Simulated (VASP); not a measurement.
# TiAl (P-6m2) in VASP: further runs

Runs on TiAl. Level: LDA. Tasks: relaxation of cell and atoms.

Everything below comes from runs of VASP 6.6.1. Logs are shortened: lines on timing, memory, paths and dates and some standing lists are left out, and cuts for length are marked.

## (1) The cell of the first run

It takes space group P-6m2 (No. 187, hexagonal). The conventional cell has a = 2.812 Å, b = 2.812 Å, c = 4.586 Å, α = 90.00°, β = 90.00°, γ = 120.00°. Within 3.7 Å of Ti (site symmetry -6m2) lie 6 Al at 2.81 Å and 6 Ti at 2.81 Å. Al (site symmetry -6m2) has 6 Ti at 2.81 Å and 6 Al at 2.81 Å within 3.7 Å.

## (2) Relaxation of cell and atoms, LDA

File INCAR:

```
  PREC = Accurate
  ENCUT = 600
  EDIFF = 1E-6
  ISMEAR = -1
  SIGMA = 0.15
  LREAL = F
  LASPH = T
  NELM = 60
  ALGO = Fast
  ISIF = 3
  LWAVE = F
  LCHARG = F
  IBRION = 2
  NSW = 80
  EDIFFG = -0.001
```

File KPOINTS:

```
regular mesh
0
Gamma
  15 15 8
```

File POSCAR:

```
TiAl
1.0
    2.8121364917      0.0000000028      0.0000000000
   -1.4060682483      2.4353816393      0.0000000000
    0.0000000000      0.0000000000      4.5864756318
Ti Al
1 1
Direct
    0.0000000000      0.0000000000      0.0000000000
    0.3333333333      0.6666666667      0.5000000000
```

Potentials or basis: VASP PAW LDA potentials, release 64 (Ti_sv, Al).

On the command line:

```console
cat potpaw_LDA.64/Ti_sv/POTCAR potpaw_LDA.64/Al/POTCAR > POTCAR
mpirun -np 1 vasp_std > vasp.out
```

OUTCAR:

```text
PREC = Accurate
   ENCUT = 600
   EDIFF = 1E-6
   ISMEAR = -1
   LREAL = F
   LASPH = T
   NELM = 60
   ISIF = 3
   IBRION = 2
   NSW = 80
   EDIFFG = -0.001

 ion  position               nearest neighbor table
   1  0.000  0.000  0.000-   2 2.81   2 2.81   2 2.81   2 2.81   2 2.81   2 2.81
   2  0.333  0.667  0.500-   1 2.81   1 2.81   1 2.81   1 2.81   1 2.81   1 2.81

  LATTYP: Found a hexagonal cell.
 ALAT       =     2.8121364917
 C/A-ratio  =     1.6309576883

  Lattice vectors:

 A1 = (   2.8121364917,   0.0000000028,   0.0000000000)
 A2 = (  -1.4060682483,   2.4353816393,   0.0000000000)
 A3 = (   0.0000000000,   0.0000000000,   4.5864756318)

Analysis of symmetry for initial positions (statically):
=====================================================================
 Subroutine PRICEL returns:
 Original cell was already a primitive cell.

 Routine SETGRP: Setting up the symmetry group for a
 hexagonal supercell.

 Subroutine GETGRP returns: Found 12 space group operations
 (whereof 12 operations were pure point group operations)
 out of a pool of 24 trial point group operations.

The static configuration has the point symmetry D_3h.

Analysis of symmetry for dynamics (positions and initial velocities):
=====================================================================
 Subroutine PRICEL returns:
 Original cell was already a primitive cell.

 Routine SETGRP: Setting up the symmetry group for a
 hexagonal supercell.

 Subroutine GETGRP returns: Found 12 space group operations
 (whereof 12 operations were pure point group operations)
 out of a pool of 24 trial point group operations.

The dynamic configuration has the point symmetry D_3h.

 Subroutine INISYM returns: Found 12 space group operations
 (whereof 12 operations are pure point group operations),
 and found     1 'primitive' translations

----------------------------------------------------------------------------------------

                                     Primitive cell

  volume of cell :      31.4111

  direct lattice vectors                    reciprocal lattice vectors
     2.812136492  0.000000003  0.000000000     0.355601516  0.205306631  0.000000000
    -1.406068248  2.435381639  0.000000000    -0.000000000  0.410613262  0.000000000
     0.000000000  0.000000000  4.586475632     0.000000000  0.000000000  0.218032337

  length of vectors
     2.812136492  2.812136492  4.586475632     0.410613262  0.410613262  0.218032337

  position of ions in fractional coordinates (direct lattice)
     0.000000000  0.000000000  0.000000000
     0.333333333  0.666666667  0.500000000

  ion indices of the primitive-cell ions
   primitive index   ion index
                 1           1
                 2           2

----------------------------------------------------------------------------------------

 KPOINTS: regular mesh

Automatic generation of k-mesh.
 Grid dimensions read from file:
 generate k-points for:   15   15    8

 Generating k-lattice:

  Cartesian coordinates                     Fractional coordinates (reciprocal lattice)
     0.023706768  0.013687109  0.000000000     0.066666667  0.000000000  0.000000000
    -0.000000000  0.027374217  0.000000000     0.000000000  0.066666667  0.000000000
     0.000000000  0.000000000  0.027254042     0.000000000  0.000000000  0.125000000

  Length of vectors
     0.027374217  0.027374217  0.027254042

  Shift w.r.t. Gamma in fractional coordinates (k-lattice)
     0.000000000  0.000000000  0.000000000

 Subroutine IBZKPT returns following result:
 ===========================================

 Found    135 irreducible k-points:

 Following reciprocal coordinates:
            Coordinates               Weight
  0.000000  0.000000  0.000000      1.000000
  0.066667  0.000000  0.000000      6.000000
  0.133333  0.000000  0.000000      6.000000
  0.200000  0.000000  0.000000      6.000000
  0.266667  0.000000  0.000000      6.000000
  0.333333  0.000000  0.000000      6.000000
[... 16 lines left out ...]
  0.333333  0.200000  0.000000     12.000000
  0.400000  0.200000  0.000000      6.000000
 [... further k-points ...]
   k-points           NKPTS =    135   k-points in BZ     NKDIM =    135   number of bands    NBANDS=     11
   number of dos      NEDOS =    301   number of ions     NIONS =      2
   total plane-waves  NPLWV =  23040
   dimension x,y,z NGX =    24 NGY =   24 NGZ =   40
   dimension x,y,z NGXF=    48 NGYF=   48 NGZF=   80
   ions per type =               1   1
   NGX,Y,Z   is equivalent  to a cutoff of  14.19, 14.19, 14.50 a.u.
   NGXF,Y,Z  is equivalent  to a cutoff of  28.38, 28.38, 29.00 a.u.
 SYSTEM =  unknown system
   PREC   = accura    normal or accurate (medium, high low for compatibility)
   ISTART =      0    job   : 0-new  1-cont  2-samecut
   ICHARG =      2    charge: 1-file 2-atom 10-const
   ISPIN  =      1    spin polarized calculation?
   LNONCOLLINEAR =      F non collinear calculations
   LSORBIT =      F    spin-orbit coupling
   LASPH  =      T    aspherical Exc in radial PAW
   ENCUT  =  600.0 eV  44.10 Ry    6.64 a.u.   5.62  5.62  9.16*2*pi/ulx,y,z
   NELM   =     60;   NELMIN=  2; NELMDL= -5     # of ELM steps
   EDIFF  = 0.1E-05   stopping-criterion for ELM
   LREAL  =      F    real-space projection
   EDIFFG = -.1E-02   stopping-criterion for IOM
   NSW    =     80    number of steps for IOM
   IBRION =      2    ionic relax: 0-MD 1-quasi-New 2-CG
   NFREE  =      1    steps in history (QN), initial steepest desc. (CG)
   ISIF   =      3    stress and relaxation
   ISYM   =      2    0-nonsym 1-usesym 2-fastsym
   POTIM  = 0.5000    time-step for ionic-motion
   TEBEG  =    0.0;   TEEND  =   0.0 temperature during run
   PSTRESS=    0.0 pullay stress
   NELECT =      15.0000    total number of electrons
   NUPDOWN=      -1.0000    fix difference up-down
   EMIN   =  10.00;   EMAX   =-10.00  energy-range for DOS
   EFERMI =   0.00;   METHOD = LEGACY
   ISMEAR =    -1;   SIGMA  =   0.15  broadening in eV -4-tet -1-fermi 0-gaus
   EFERMI_NEDOS =   21; number of points for ismear=-14 and -15
   IALGO  =     68    algorithm
   IMIX   =      4    mixing-type and parameters
     AMIX     =   0.40;   BMIX     =  1.00
     AMIX_MAG =   1.60;   BMIX_MAG =  1.00
  volume/ion in A,a.u.               =      15.71       105.99
  Fermi-wavevector in a.u.,A,eV,Ry     =   1.279610  2.418113 22.278216  1.637403
  Thomas-Fermi vector in A             =   2.412086
   LORBIT       =      0    0 simple, 1 ext, 2 COOP (PROOUT), +10 PAW based schemes
   GGA     = CA    functional components
   LHFCALC =     F    Hartree Fock is set to
   AEXX    =    0.0000 exact exchange contribution
   IVDW    =     0    specifies the selected vdW correction
   LEPSILON=     F    determine dielectric tensor
   LRPA    =     F    only Hartree local field effects (RPA)
 conjugate gradient relaxation of ions
 non-spin polarized calculation
 RMM-DIIS sequential band-by-band and
  energy-cutoff  :      600.00
  volume of cell :       31.41
 maximum number of plane-waves:      1087
 NGX is ok and might be reduce to    24
   NGX = 11   NGY = 11   NGZ = 19

--------------------------------------- Ionic step        1  -------------------------------------------

 number of electron      15.0000002 magnetization

 Free energy of the ion-electron system (eV)
  ---------------------------------------------------
  ext. energy  EPLUGINS =         0.00000000
  ---------------------------------------------------
  free energy    TOTEN  =       -13.33337610 eV

  energy without entropy =      -13.17866109  energy(sigma->0) =      -13.25601859

------------------------ aborting loop because EDIFF is reached ----------------------------------------

  FORCE on cell =-STRESS in cart. coord.  units (eV):
  Direction    XX          YY          ZZ          XY          YZ          ZX
  --------------------------------------------------------------------------------------
  -------------------------------------------------------------------------------------
  Total        0.1527359      0.1527359     -0.0417750     -0.0000000     -0.0000000     -0.0000000
  in kB        7.7905680      7.7905680     -2.1308067     -0.0000000     -0.0000000     -0.0000000
  external PRESSURE =       4.4834431 kB  Pullay stress =       0.0000000 kB
[... 89 lines left out ...]
  FREE ENERGIE OF THE ION-ELECTRON SYSTEM (eV)
  ---------------------------------------------------
  free  energy   TOTEN  =       -13.3339331894 eV

  energy  without entropy=      -13.1774380284  energy(sigma->0) =      -13.25568561

[... ionic steps 4 to 36 ...]

--------------------------------------- Ionic step       37  -------------------------------------------

 number of electron      15.0000003 magnetization

------------------------ aborting loop because EDIFF is reached ----------------------------------------

  FORCE on cell =-STRESS in cart. coord.  units (eV):
  Direction    XX          YY          ZZ          XY          YZ          ZX
  --------------------------------------------------------------------------------------
  -------------------------------------------------------------------------------------
  Total       -0.0028536     -0.0028536     -0.0033411      0.0000000     -0.0000000     -0.0000000
  in kB       -0.1448713     -0.1448713     -0.1696226      0.0000000     -0.0000000     -0.0000000
  external PRESSURE =      -0.1531218 kB  Pullay stress =       0.0000000 kB
[... 57 lines left out ...]
  energy  without entropy=      -13.1772260039  energy(sigma->0) =      -13.25562472

--------------------------------------- Ionic step       39  -------------------------------------------

 number of electron      15.0000003 magnetization

 Free energy of the ion-electron system (eV)
  ---------------------------------------------------
  ext. energy  EPLUGINS =         0.00000000
  ---------------------------------------------------
  free energy    TOTEN  =       -13.33402343 eV

  energy without entropy =      -13.17723197  energy(sigma->0) =      -13.25562770

 E-fermi :   8.2320     XC(G=0): -11.3860

 val. band max:        8.2293487728   @ k =   0.3333   0.2667   0.2500
 cond. band min:       8.2345440636   @ k =   0.2667   0.1333   0.3750
 fundamental gap:      0.0051952907
 Fermi energy:         8.2319575001

 k-point     1 :       0.0000    0.0000    0.0000
  band No.  band energies     occupation
      1     -47.5014      2.00000
      2     -24.2235      2.00000
      3     -23.7334      2.00000
      4     -23.7334      2.00000
      5      -0.9365      2.00000
      6       5.8855      2.00000
      7       6.4688      1.99998
      8       9.5134      0.00039
      9       9.5134      0.00039
     10      11.0807      0.00000
     11      11.0807      0.00000
[... 309 lines left out ...]
 k-point    24 :       0.4000    0.2000    0.0000
  band No.  band energies     occupation
      1     -47.3708      2.00000
      2     -24.3409      2.00000
      3     -24.0983      2.00000
      4     -24.0447      2.00000
      5       5.0947      2.00000
      6       5.8438      2.00000
      7       7.0145      1.99940
      8       7.4093      1.99173
      9       8.9827      0.01332
     10      10.8224      0.00000
     11      11.9332      0.00000

 [... further k-points ...]

------------------------ aborting loop because EDIFF is reached ----------------------------------------

  FORCE on cell =-STRESS in cart. coord.  units (eV):
  Direction    XX          YY          ZZ          XY          YZ          ZX
  --------------------------------------------------------------------------------------
  -------------------------------------------------------------------------------------
  Total       -0.0002321     -0.0002321     -0.0013225      0.0000000     -0.0000000     -0.0000000
  in kB       -0.0117839     -0.0117839     -0.0671393      0.0000000     -0.0000000     -0.0000000
  external PRESSURE =      -0.0302357 kB  Pullay stress =       0.0000000 kB
[... 17 lines left out ...]
  FREE ENERGIE OF THE ION-ELECTRON SYSTEM (eV)
  ---------------------------------------------------
  free  energy   TOTEN  =       -13.3340234335 eV

  energy  without entropy=      -13.1772319696  energy(sigma->0) =      -13.25562770

 reached required accuracy - stopping structural energy minimisation
```

Run time: 16 min. Hardware: 1 thread of AMD EPYC 7R13, shared host; peak memory 0.18 GiB.

What came out:

| Item | Value |
| --- | --- |
| Free energy | -13.3340 eV |
| Relaxed volume | 15.78 Å³/atom |
| Relaxed cell | a = 2.823 Å, b = 2.823 Å, c = 4.573 Å, α = 90.00°, β = 90.00°, γ = 120.00° |
| Space group after relaxing (to 0.1 Å) | P-6m2 (No. 187) |
| Energy gained by relaxing | 0.3 meV/atom |
| Ionic steps | 39 |
| Pressure after relaxing | 0.0 GPa |
| Band gap on the k mesh | zero (an odd number of electrons rules out a gap without spin polarisation) |

Step by step:
| step | energy change (eV) | largest force (eV/Å) | pressure (GPa) | volume (Å³) |
| --- | --- | --- | --- | --- |
| 1 | 0.0000 | 0.0000 | 0.45 | 31.41 |
| 2 | -0.0006 | 0.0000 | -0.20 | 31.61 |
| 3 | -0.0006 | 0.0000 | -0.23 | 31.61 |
| 4 | -0.0006 | 0.0000 | -0.19 | 31.60 |
| 5 | -0.0006 | 0.0000 | -0.03 | 31.55 |
| 6 | -0.0006 | 0.0000 | 0.04 | 31.55 |
| 7 | -0.0006 | 0.0000 | 0.03 | 31.56 |
| 8 | -0.0006 | 0.0000 | 0.00 | 31.58 |
| 9 | -0.0006 | 0.0000 | -0.07 | 31.56 |
| 10 | -0.0006 | 0.0000 | -0.03 | 31.56 |
| 11 | -0.0006 | 0.0000 | -0.01 | 31.55 |
| 12 | -0.0006 | 0.0000 | 0.02 | 31.55 |
| 13 | -0.0006 | 0.0000 | -0.01 | 31.55 |
| 14 | -0.0006 | 0.0000 | 0.05 | 31.55 |
| 15 | -0.0006 | 0.0000 | 0.02 | 31.55 |
| 16 | -0.0006 | 0.0000 | 0.02 | 31.55 |
| 17 | -0.0006 | 0.0000 | 0.02 | 31.55 |
| 18 | -0.0006 | 0.0000 | 0.03 | 31.55 |
| 19 | -0.0006 | 0.0000 | 0.03 | 31.56 |
| 20 | -0.0006 | 0.0000 | 0.03 | 31.56 |
| 21 | -0.0006 | 0.0000 | 0.01 | 31.56 |
| 22 | -0.0006 | 0.0000 | 0.00 | 31.56 |
| 23 | -0.0006 | 0.0000 | 0.00 | 31.56 |
| 24 | -0.0006 | 0.0000 | 0.01 | 31.56 |
| 25 | -0.0006 | 0.0000 | -0.04 | 31.56 |
| 26 | -0.0006 | 0.0000 | -0.02 | 31.56 |
| 27 | -0.0006 | 0.0000 | 0.00 | 31.56 |
| 28 | -0.0006 | 0.0000 | -0.01 | 31.56 |
| 29 | -0.0006 | 0.0000 | -0.03 | 31.57 |
| 30 | -0.0006 | 0.0000 | -0.04 | 31.56 |
| 31 | -0.0006 | 0.0000 | -0.02 | 31.56 |
| 32 | -0.0006 | 0.0000 | -0.03 | 31.56 |
| 33 | -0.0006 | 0.0000 | 0.00 | 31.55 |
| 34 | -0.0006 | 0.0000 | 0.01 | 31.55 |
| 35 | -0.0006 | 0.0000 | 0.03 | 31.56 |
| 36 | -0.0006 | 0.0000 | 0.02 | 31.56 |
| 37 | -0.0006 | 0.0000 | -0.02 | 31.56 |
| 38 | -0.0006 | 0.0000 | 0.02 | 31.56 |
| 39 | -0.0006 | 0.0000 | 0.00 | 31.56 |

Final structure:
```xyz
2
Lattice="2.8230 0.0000 0.0000 -1.4115 2.4447 0.0000 0.0000 0.0000 4.5728" Properties=species:S:1:pos:R:3 pbc="T T T"
Ti    0.0000    0.0000    0.0000
Al    0.0000    1.6298    2.2864
```

## (3) Relaxation of cell and atoms, LDA

This run uses another cell than the first one, of 16.65 Å³/atom.

File INCAR:

```
PREC = Accurate
ENCUT = 600
EDIFF = 1E-7
ISMEAR = 0
SIGMA = 0.1
LREAL = F
LASPH = T
NELM = 80
ALGO = Normal
ISIF = 3
LWAVE = F
LCHARG = F
IBRION = 2
NSW = 100
EDIFFG = -0.002
```

File KPOINTS:

```
Automatic mesh
0
Gamma
  15 15 8
```

File POSCAR:

```
TiAl
1.0
    2.8672622300      0.0000000000      0.0000000000
   -1.4336311200      2.4831219300      0.0000000000
    0.0000000000      0.0000000000      4.6780830000
Ti Al
1 1
Direct
    0.0000000000      0.0000000000      0.0000000000
    0.3333333300      0.6666666700      0.5000000000
```

Potentials or basis: VASP PAW LDA potentials, release 64 (Ti_sv, Al).

On the command line:

```console
cat potpaw_LDA.64/Ti_sv/POTCAR potpaw_LDA.64/Al/POTCAR > POTCAR
mpirun -np 1 vasp_std > vasp.out
```

It took 6.2 min on 1 thread of AMD EPYC 7R13, shared host; peak memory 0.18 GiB.

It converged, with:

- Free energy: -13.2559 eV
- Relaxed volume: 15.71 Å³/atom
- Relaxed cell: a = 2.812 Å, b = 2.812 Å, c = 4.590 Å, α = 90.00°, β = 90.00°, γ = 120.00°
- Space group after relaxing (to 0.1 Å): P-6m2 (No. 187)
- Energy gained by relaxing: 18.7 meV/atom
- Ionic steps: 8
- Pressure after relaxing: 0.0 GPa
- Band gap on the k mesh: zero (an odd number of electrons rules out a gap without spin polarisation)

The path:
```tsv
step	energy change (eV)	largest force (eV/Å)	pressure (GPa)	volume (Å³)
1	0.0000	0.0000	-6.10	33.31
2	-0.0219	0.0000	4.52	30.34
3	-0.0373	0.0000	-0.04	31.45
4	-0.0373	0.0000	0.09	31.42
5	-0.0374	0.0000	0.10	31.40
6	-0.0374	0.0000	0.12	31.39
7	-0.0374	0.0000	-0.07	31.45
8	-0.0375	0.0000	-0.01	31.43
```

Final structure:
```cif
data_structure
_symmetry_space_group_name_H-M 'P 1'
_symmetry_Int_Tables_number 1
_cell_length_a 2.8117
_cell_length_b 2.8117
_cell_length_c 4.5904
_cell_angle_alpha 90.000
_cell_angle_beta 90.000
_cell_angle_gamma 120.000
_cell_volume 31.43
loop_
_atom_site_label
_atom_site_type_symbol
_atom_site_fract_x
_atom_site_fract_y
_atom_site_fract_z
_atom_site_occupancy
Ti1 Ti 0.00000 0.00000 0.00000 1
Al1 Al 0.33333 0.66667 0.50000 1
```

Levels at points of the mesh, in eV from the Fermi level:
```csv
k point,band 3,band 4,band 5,band 6,band 7,band 8,band 9,band 10,band 11
"(0.00, 0.00, 0.00)",-31.92,-31.92,-9.17,-2.35,-1.80,1.31,1.31,2.91,2.91
"(0.00, 0.00, 0.50)",-31.92,-31.92,-8.22,-5.34,-0.50,1.33,1.33,2.83,2.83
```
